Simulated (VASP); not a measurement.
# AlN: single point with PBEsol

Crystal: AlN.

```
Al N
1.0
     3.34560    0.00000    0.00000
    -1.67280    2.89737    0.00000
     0.00000    0.00000    4.12980
Al N
2 2
Direct
  0.33333 0.66667 0.75000
  0.66667 0.33333 0.25000
  0.33333 0.66667 0.25000
  0.66667 0.33333 0.75000
```

This cell differs from its parent crystal: volume 10.008 Å^3 an atom, c/a of the conventional cell 1.2344.

```json
{
  "Program": "VASP 6.6.1",
  "Task": "single point",
  "Functional": "PBEsol",
  "Potentials or basis": "VASP PAW PBE potentials, release 64 (Al, N)",
  "Cutoff": "520 eV",
  "k mesh": "9 × 9 × 6",
  "Occupations": "gaussian, width 0.05 eV",
  "Spin": "no spin polarisation"
}
```

```
Pressure               : -5.2 GPa
Band gap on the k mesh : 3.21 eV, direct
```

Stress tensor (GPa, compression positive):
```
-6.44  0.00  0.00
 0.00 -6.44  0.00
 0.00  0.00 -2.80
```

Levels at points of the mesh, in eV from the valence-band top:
```
           k point  band 6  band 7  band 8  band 9  band 10  band 11
(0.00, 0.00, 0.00)   -1.46   -1.46    0.00    3.21     4.30     8.07
(0.00, 0.00, 0.50)   -2.39   -2.39   -2.39    5.61     5.61     8.22
```

It took 17 s on 1 thread of AMD EPYC 9R45 96-Core Processor (Zen 5), with other jobs on the host, peak memory 0.14 GiB.

Caveat: the PAW data sets were made with another functional, which shifts forces and pressure a little.
